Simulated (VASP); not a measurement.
# TaNb3F2 (P4/mmm) in VASP: notebook

The runs below take TaNb3F2 through single point, with PBE.

Program: VASP 6.6.1. These are calculated values, not measurements. Logs are shortened: lines on timing, memory, paths and dates and some standing lists are left out, and cuts for length are marked.

### 1 The cell of the first run

Symmetry: P4/mmm, No. 123, tetragonal system. Conventional cell: a = 3.114 Å, b = 3.114 Å, c = 9.865 Å, α = 90.00°, β = 90.00°, γ = 90.00°. Ta (site symmetry 4/mmm) has 8 F at 2.49 Å and 4 Ta at 3.11 Å and 2 Nb at 3.23 Å within 3.3 Å. Nb (site symmetry 4mm) has 9 Nb at 2.78 to 3.40 Å and 4 F at 3.02 Å and 1 Ta at 3.23 Å within 3.7 Å. Within 3.8 Å of Nb (site symmetry 4/mmm) lie 12 Nb at 2.78 to 3.11 Å and 2 F at 3.77 Å. F (site symmetry 4mm) has 5 F at 2.33 to 3.11 Å and 4 Ta at 2.49 Å and 4 Nb at 3.02 Å within 3.2 Å.

The cell was built from a structure type or drawn by symmetry, and may not be a known phase.

### 2 Single point, PBE

INCAR reads:

```
PREC     = Accurate       # precision mode
ENCUT    = 520            # plane-wave cutoff, eV
EDIFF    = 1E-6           # SCF threshold, eV
ISMEAR   = 0              # smearing method
SIGMA    = 0.1            # smearing width, eV
LREAL    = F              # projectors in reciprocal space
LASPH    = T              # aspherical terms in the spheres
NELM     = 80             # most SCF steps
ALGO     = Normal         # electronic algorithm
ISIF     = 2              # what is computed and relaxed
LWAVE    = F              # write WAVECAR
LCHARG   = F              # write CHGCAR
GGA      = PE             # functional
NBANDS   = 41             # bands
```

KPOINTS reads:

```
Automatic mesh
0
Gamma
  12 12 4
```

POSCAR reads:

```
TaNb3F2
1.0
    3.1136743144      0.0000000000      0.0000000000
    0.0000000000      3.1136743144      0.0000000000
    0.0000000000      0.0000000000      9.8648255769
Ta Nb F
1 3 2
Direct
    0.0000000000      0.0000000000      0.0000000000
    0.0000000000      0.0000000000      0.6725752004
    0.0000000000      0.0000000000      0.3274247996
    0.5000000000      0.5000000000      0.5000000000
    0.5000000000      0.5000000000      0.8820951726
    0.5000000000      0.5000000000      0.1179048274
```

Potentials or basis: VASP PAW PBE potentials, release 64 (Ta_pv, Nb_sv, F).

The run is started by

```console
$ cat potpaw_PBE.64/Ta_pv/POTCAR potpaw_PBE.64/Nb_sv/POTCAR potpaw_PBE.64/F/POTCAR > POTCAR
$ mpirun -np 1 vasp_std > vasp.out
```

OUTCAR:

```text
PREC = Accurate
   ENCUT = 520
   EDIFF = 1E-6
   ISMEAR = 0
   LREAL = F
   LASPH = T
   NELM = 80
   ISIF = 2
   GGA = PE

 ion  position               nearest neighbor table
   1  0.000  0.000  0.000-   5 2.49   6 2.49   5 2.49   6 2.49   5 2.49   6 2.49   5 2.49   6 2.49
                             2 3.23   3 3.23
   2  0.000  0.000  0.673-   4 2.78   4 2.78   4 2.78   4 2.78   1 3.23
   3  0.000  0.000  0.327-   4 2.78   4 2.78   4 2.78   4 2.78   1 3.23
   4  0.500  0.500  0.500-   2 2.78   3 2.78   2 2.78   3 2.78   2 2.78   3 2.78   2 2.78   3 2.78

   5  0.500  0.500  0.882-   1 2.49   1 2.49   1 2.49   1 2.49
   6  0.500  0.500  0.118-   1 2.49   1 2.49   1 2.49   1 2.49

  LATTYP: Found a simple tetragonal cell.
 ALAT       =     3.1136743144
 C/A-ratio  =     3.1682265326

  Lattice vectors:

 A1 = (   3.1136743144,   0.0000000000,   0.0000000000)
 A2 = (   0.0000000000,   3.1136743144,   0.0000000000)
 A3 = (   0.0000000000,   0.0000000000,   9.8648255769)

Analysis of symmetry for initial positions (statically):
=====================================================================
 Subroutine PRICEL returns:
 Original cell was already a primitive cell.

 Routine SETGRP: Setting up the symmetry group for a
 simple tetragonal supercell.

 Subroutine GETGRP returns: Found 16 space group operations
 (whereof 16 operations were pure point group operations)
 out of a pool of 16 trial point group operations.

The static configuration has the point symmetry D_4h.

Analysis of symmetry for dynamics (positions and initial velocities):
=====================================================================
 Subroutine PRICEL returns:
 Original cell was already a primitive cell.

 Routine SETGRP: Setting up the symmetry group for a
 simple tetragonal supercell.

 Subroutine GETGRP returns: Found 16 space group operations
 (whereof 16 operations were pure point group operations)
 out of a pool of 16 trial point group operations.

The dynamic configuration has the point symmetry D_4h.

 Subroutine INISYM returns: Found 16 space group operations
 (whereof 16 operations are pure point group operations),
 and found     1 'primitive' translations

----------------------------------------------------------------------------------------

                                     Primitive cell

  volume of cell :      95.6392

  direct lattice vectors                    reciprocal lattice vectors
     3.113674314  0.000000000  0.000000000     0.321163969  0.000000000  0.000000000
     0.000000000  3.113674314  0.000000000     0.000000000  0.321163969  0.000000000
     0.000000000  0.000000000  9.864825577     0.000000000  0.000000000  0.101370267

  length of vectors
     3.113674314  3.113674314  9.864825577     0.321163969  0.321163969  0.101370267

  position of ions in fractional coordinates (direct lattice)
     0.000000000  0.000000000  0.000000000
     0.000000000  0.000000000  0.672575200
     0.000000000  0.000000000  0.327424800
     0.500000000  0.500000000  0.500000000
     0.500000000  0.500000000  0.882095173
     0.500000000  0.500000000  0.117904827

  ion indices of the primitive-cell ions
   primitive index   ion index
                 1           1
                 2           2
                 3           3
                 4           4
                 5           5
                 6           6

----------------------------------------------------------------------------------------

 KPOINTS: Automatic mesh

Automatic generation of k-mesh.
 Grid dimensions read from file:
 generate k-points for:   12   12    4

 Generating k-lattice:

  Cartesian coordinates                     Fractional coordinates (reciprocal lattice)
     0.026763664  0.000000000  0.000000000     0.083333333  0.000000000  0.000000000
     0.000000000  0.026763664  0.000000000     0.000000000  0.083333333  0.000000000
     0.000000000  0.000000000  0.025342567     0.000000000  0.000000000  0.250000000

  Length of vectors
     0.026763664  0.026763664  0.025342567

  Shift w.r.t. Gamma in fractional coordinates (k-lattice)
     0.000000000  0.000000000  0.000000000

 Subroutine IBZKPT returns following result:
 ===========================================

 Found     84 irreducible k-points:

 Following reciprocal coordinates:
            Coordinates               Weight
  0.000000  0.000000  0.000000      1.000000
  0.083333  0.000000  0.000000      4.000000
  0.166667  0.000000  0.000000      4.000000
  0.250000  0.000000  0.000000      4.000000
  0.333333  0.000000  0.000000      4.000000
  0.416667  0.000000  0.000000      4.000000
[... 16 lines left out ...]
  0.333333  0.333333  0.000000      4.000000
  0.416667  0.333333  0.000000      8.000000
 [... further k-points ...]
   k-points           NKPTS =     84   k-points in BZ     NKDIM =     84   number of bands    NBANDS=     41
   number of dos      NEDOS =    301   number of ions     NIONS =      6
   total plane-waves  NPLWV =  46080
   dimension x,y,z NGX =    24 NGY =   24 NGZ =   80
   dimension x,y,z NGXF=    48 NGYF=   48 NGZF=  160
   ions per type =               1   3   2
   NGX,Y,Z   is equivalent  to a cutoff of  12.81, 12.81, 13.48 a.u.
   NGXF,Y,Z  is equivalent  to a cutoff of  25.63, 25.63, 26.96 a.u.
 SYSTEM =  unknown system
   PREC   = accura    normal or accurate (medium, high low for compatibility)
   ISTART =      0    job   : 0-new  1-cont  2-samecut
   ICHARG =      2    charge: 1-file 2-atom 10-const
   ISPIN  =      1    spin polarized calculation?
   LNONCOLLINEAR =      F non collinear calculations
   LSORBIT =      F    spin-orbit coupling
   LASPH  =      T    aspherical Exc in radial PAW
   ENCUT  =  520.0 eV  38.22 Ry    6.18 a.u.   5.79  5.79 18.34*2*pi/ulx,y,z
   NELM   =     80;   NELMIN=  2; NELMDL= -5     # of ELM steps
   EDIFF  = 0.1E-05   stopping-criterion for ELM
   LREAL  =      F    real-space projection
   EDIFFG = 0.1E-04   stopping-criterion for IOM
   NSW    =      0    number of steps for IOM
   IBRION =     -1    ionic relax: 0-MD 1-quasi-New 2-CG
   NFREE  =      0    steps in history (QN), initial steepest desc. (CG)
   ISIF   =      2    stress and relaxation
   ISYM   =      2    0-nonsym 1-usesym 2-fastsym
   POTIM  = 0.5000    time-step for ionic-motion
   TEBEG  =    0.0;   TEEND  =   0.0 temperature during run
   PSTRESS=    0.0 pullay stress
   NELECT =      64.0000    total number of electrons
   NUPDOWN=      -1.0000    fix difference up-down
   EMIN   =  10.00;   EMAX   =-10.00  energy-range for DOS
   EFERMI =   0.00;   METHOD = LEGACY
   ISMEAR =     0;   SIGMA  =   0.10  broadening in eV -4-tet -1-fermi 0-gaus
   EFERMI_NEDOS =   21; number of points for ismear=-14 and -15
   IALGO  =     38    algorithm
   IMIX   =      4    mixing-type and parameters
     AMIX     =   0.40;   BMIX     =  1.00
     AMIX_MAG =   1.60;   BMIX_MAG =  1.00
  volume/ion in A,a.u.               =      15.94       107.57
  Fermi-wavevector in a.u.,A,eV,Ry     =   1.431934  2.705962 27.897848  2.050434
  Thomas-Fermi vector in A             =   2.551616
   LORBIT       =      0    0 simple, 1 ext, 2 COOP (PROOUT), +10 PAW based schemes
   GGA     = PE    functional components
   LHFCALC =     F    Hartree Fock is set to
   AEXX    =    0.0000 exact exchange contribution
   IVDW    =     0    specifies the selected vdW correction
   LEPSILON=     F    determine dielectric tensor
   LRPA    =     F    only Hartree local field effects (RPA)
 non-spin polarized calculation
 Gauss-broadening in eV      SIGMA  =   0.10
  energy-cutoff  :      520.00
  volume of cell :       95.64
 maximum number of plane-waves:      2608
 NGX is ok and might be reduce to    24
   NGX = 11   NGY = 11   NGZ = 37

 number of electron      64.0000005 magnetization

 Free energy of the ion-electron system (eV)
  ---------------------------------------------------
  ext. energy  EPLUGINS =         0.00000000
  ---------------------------------------------------
  free energy    TOTEN  =       -46.93643072 eV

  energy without entropy =      -46.90984958  energy(sigma->0) =      -46.92314015

 E-fermi :   8.6640     XC(G=0): -11.7754

 val. band max:        8.6560342563   @ k =   0.3333   0.0000   0.2500
 cond. band min:       8.6670374910   @ k =   0.5000   0.1667   0.5000
 fundamental gap:      0.0110032347
 Fermi energy:         8.6639587141

 k-point     1 :       0.0000    0.0000    0.0000
  band No.  band energies     occupation
      1     -46.2979      2.00000
      2     -46.2433      2.00000
      3     -45.4687      2.00000
      4     -27.2094      2.00000
      5     -27.2094      2.00000
      6     -27.1477      2.00000
[... 33 lines left out ...]
     40      10.9400      0.00000
     41      10.9542      0.00000

 k-point     2 :       0.0833    0.0000    0.0000
  band No.  band energies     occupation
      1     -46.2923      2.00000
      2     -46.2406      2.00000
      3     -45.4692      2.00000
      4     -27.2367      2.00000
      5     -27.2071      2.00000
      6     -27.1440      2.00000
[... 33 lines left out ...]
     40      10.7889      0.00000
     41      10.8484      0.00000

 k-point     3 :       0.1667    0.0000    0.0000
  band No.  band energies     occupation
      1     -46.2767      2.00000
      2     -46.2332      2.00000
      3     -45.4707      2.00000
      4     -27.3108      2.00000
      5     -27.2008      2.00000
      6     -27.1336      2.00000
[... 33 lines left out ...]
     40      10.5478      0.00000
     41      10.7444      0.00000

 k-point     4 :       0.2500    0.0000    0.0000
  band No.  band energies     occupation
      1     -46.2551      2.00000
      2     -46.2231      2.00000
      3     -45.4732      2.00000
      4     -27.4102      2.00000
      5     -27.1922      2.00000
      6     -27.1194      2.00000
[... 825 lines left out ...]
     40      11.0880      0.00000
     41      11.9733      0.00000

 k-point    23 :       0.3333    0.3333    0.0000
  band No.  band energies     occupation
      1     -46.1937      2.00000
      2     -46.1836      2.00000
      3     -45.4549      2.00000
      4     -27.4648      2.00000
      5     -27.4454      2.00000
      6     -27.0726      2.00000
[... 33 lines left out ...]
     40      10.3711      0.00000
     41      11.5529      0.00000

 k-point    24 :       0.4167    0.3333    0.0000
  band No.  band energies     occupation
      1     -46.1840      2.00000
      2     -46.1764      2.00000
      3     -45.4498      2.00000
      4     -27.5198      2.00000
      5     -27.4417      2.00000
      6     -27.0646      2.00000
[... 33 lines left out ...]
     40      11.1807      0.00000
     41      12.0296      0.00000

 [... further k-points ...]

------------------------ aborting loop because EDIFF is reached ----------------------------------------

  FORCE on cell =-STRESS in cart. coord.  units (eV):
  Direction    XX          YY          ZZ          XY          YZ          ZX
  --------------------------------------------------------------------------------------
  -------------------------------------------------------------------------------------
  Total       -0.1406350     -0.1406350     -0.1818775      0.0000000      0.0000000      0.0000000
  in kB       -2.3559618     -2.3559618     -3.0468682      0.0000000      0.0000000      0.0000000
  external PRESSURE =      -2.5862639 kB  Pullay stress =       0.0000000 kB

 VOLUME and BASIS-vectors are now :
 -----------------------------------------------------------------------------
  energy-cutoff  :      520.00
  volume of cell :       95.64
      direct lattice vectors                 reciprocal lattice vectors
     3.113674314  0.000000000  0.000000000     0.321163969  0.000000000  0.000000000
     0.000000000  3.113674314  0.000000000     0.000000000  0.321163969  0.000000000
     0.000000000  0.000000000  9.864825577     0.000000000  0.000000000  0.101370267

 POSITION                                       TOTAL-FORCE (eV/Angst)
 -----------------------------------------------------------------------------------
      0.00000      0.00000      0.00000        -0.000000      0.000000      0.000000
      0.00000      0.00000      6.63484        -0.000000     -0.000000     -0.006706
      0.00000      0.00000      3.22999         0.000000      0.000000      0.006706
      1.55684      1.55684      4.93241        -0.000000      0.000000      0.000000
      1.55684      1.55684      8.70172         0.000000      0.000000     -0.021467
      1.55684      1.55684      1.16311        -0.000000      0.000000      0.021467
 -----------------------------------------------------------------------------------
    total drift:                                0.000000     -0.000000      0.000000

  FREE ENERGIE OF THE ION-ELECTRON SYSTEM (eV)
  ---------------------------------------------------
  free  energy   TOTEN  =       -46.9364307230 eV

  energy  without entropy=      -46.9098495792  energy(sigma->0) =      -46.92314015
```

It took 2.4 min on 1 thread of Intel Xeon 6975P-C (Granite Rapids), shared host; peak memory 0.4 GiB.

What came out:

```
Free energy            : -46.9364 eV
Pressure               : -0.3 GPa
Largest force          : 0.021 eV/Å
Band gap on the k mesh : zero (bands 32 and 33 overlap by 1.35 eV)
```

Forces in eV/Å, atoms in the order of the input:
```
Ta   0.000  0.000  0.000
Nb   0.000  0.000 -0.007
Nb   0.000  0.000  0.007
Nb   0.000  0.000  0.000
F    0.000  0.000 -0.021
F    0.000  0.000  0.021
```

Caveat: spin-orbit coupling is left out, which moves the levels of the heavy elements.

(Continued in part 2 of 2.)
